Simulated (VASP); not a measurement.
# BaTiO3: relaxation of shape and atoms at fixed volume with PBE

The system is BaTiO3.

```
Ba Ti O
1.0
     4.00516    0.00000    0.00000
     0.00000    3.00591    3.05914
     0.00000   -3.00591    3.05914
Ba Ti O
1 1 3
Direct
  0.00000 0.02008 0.02008
  0.50000 0.53645 0.53645
  0.00000 0.48100 0.48100
  0.50000 0.49385 0.96551
  0.50000 0.96551 0.49385
```

* Program: VASP 6.6.1
* Task: relaxation of shape and atoms at fixed volume
* Functional: PBE
* Potentials or basis: VASP PAW PBE potentials, release 64 (Ba_sv, Ti_sv, O)
* Cutoff: 600 eV
* k mesh: 8 × 8 × 8
* Occupations: gaussian, width 0.02 eV
* Spin: no spin polarisation
* Dipole correction: no
* Further INCAR settings: ALGO = Normal; EDIFF = 1e-07; IBRION = 2; EDIFFG = -0.01; NSW = 50; ISIF = 4

```
Energy gained by relaxing    : 3.3 meV/atom
Ionic steps                  : 11
Pressure after relaxing      : -4.9 GPa
Largest force after relaxing : 0.009 eV/Å
Band gap on the k mesh       : 2.82 eV (least direct gap 3.45 eV)
```

Forces on the atoms (eV/Å):
```
Ba   0.000  0.000  0.006
Ti   0.000  0.000  0.002
O    0.000  0.000  0.003
O    0.000  0.008 -0.005
O    0.000 -0.008 -0.005
```

Stress tensor (GPa, compression positive):
```
-4.92  0.00  0.00
 0.00 -4.87  0.00
 0.00  0.00 -5.02
```

Step by step:
```csv
step,energy change (eV),largest force (eV/Å),pressure (GPa),volume (Å³)
1,0.0000,0.4052,-7.28,73.66
2,-0.0095,0.1573,-5.58,73.66
3,-0.0100,0.0520,-5.89,73.66
4,-0.0133,0.0388,-5.61,73.66
5,-0.0148,0.1057,-5.26,73.66
6,-0.0155,0.0729,-5.20,73.66
7,-0.0160,0.0517,-5.12,73.66
8,-0.0164,0.0512,-4.93,73.66
9,-0.0165,0.0596,-4.88,73.66
10,-0.0165,0.0602,-4.99,73.66
11,-0.0166,0.0093,-4.94,73.66
```

Final structure:
```
CELL_PARAMETERS angstrom
3.93815 0.00000 0.00000
0.00000 3.02251 3.09411
0.00000 -3.02251 3.09411
ATOMIC_POSITIONS crystal
Ba 0.00000 0.02316 0.02316
Ti 0.50000 0.54061 0.54061
O 0.00000 0.47796 0.47796
O 0.50000 0.49545 0.95970
O 0.50000 0.95970 0.49545
```

Levels at points of the mesh, in eV from the valence-band top:
```
           k point  band 17  band 18  band 19  band 20  band 21  band 22  band 23  band 24
(0.00, 0.00, 0.00)    -1.20    -1.15    -0.93    -0.70     2.82     3.21     3.48     4.30
(0.50, 0.00, 0.00)    -1.56    -1.56    -1.53    -1.22     3.10     3.58     4.16     4.39
(0.00, 0.50, 0.00)    -1.61    -1.53    -1.29    -0.88     3.11     3.72     3.91     4.60
(0.50, 0.50, 0.00)    -1.69    -1.03    -0.90    -0.07     3.67     3.77     4.19     4.31
(0.00, 0.50, 0.50)    -1.47    -1.17    -0.89    -0.56     3.69     3.80     4.03     5.19
(0.50, 0.50, 0.50)    -2.32    -0.52    -0.10     0.00     3.91     3.98     4.37     5.63
```

Run time: 14 min on 1 thread of AMD EPYC 9R45 96-Core Processor (Zen 5) (shared host), peak memory 0.35 GiB.

Caveat: spin-orbit coupling is left out, which moves the levels of the heavy elements. A k mesh can miss the band edges.
